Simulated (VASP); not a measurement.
MgO, 8 atoms in the cell. The typed cell holds 8 atoms: a = 6.616 Å, b = 3.308 Å, c = 4.983 Å, α = 90.00°, β = 90.00°, γ = 120.00°. 

| Property | Result |
| --- | --- |
| Program | VASP 6.6.1 |
| Task | single point |
| Functional | PBEsol |
| Potentials or basis | VASP PAW PBE potentials, release 64 (Mg, O) |
| Cutoff | 520 eV |
| k mesh | 2 × 2 × 2 |
| Occupations | gaussian, width 0.01 eV |
| Spin | no spin polarisation |
| Dipole correction | no |
| Further INCAR settings | ALGO = Normal; EDIFF = 1e-06; NBANDS = 26 |

Potentials or basis: VASP PAW PBE potentials, release 64 (Mg, O).

Launch:

```sh
$ cat potpaw_PBE.64/Mg/POTCAR potpaw_PBE.64/O/POTCAR > POTCAR
$ mpirun -np 1 vasp_std > vasp.out
```

Hardware: 1 thread of Intel Xeon 8259CL (shared host).

Problem. Estimate the wall time of this run.

Solution. It took 29 s on 1 thread of Intel Xeon 8259CL, with other jobs on the host, peak memory 0.23 GiB. Counts: scf iterations 13, k points 8.
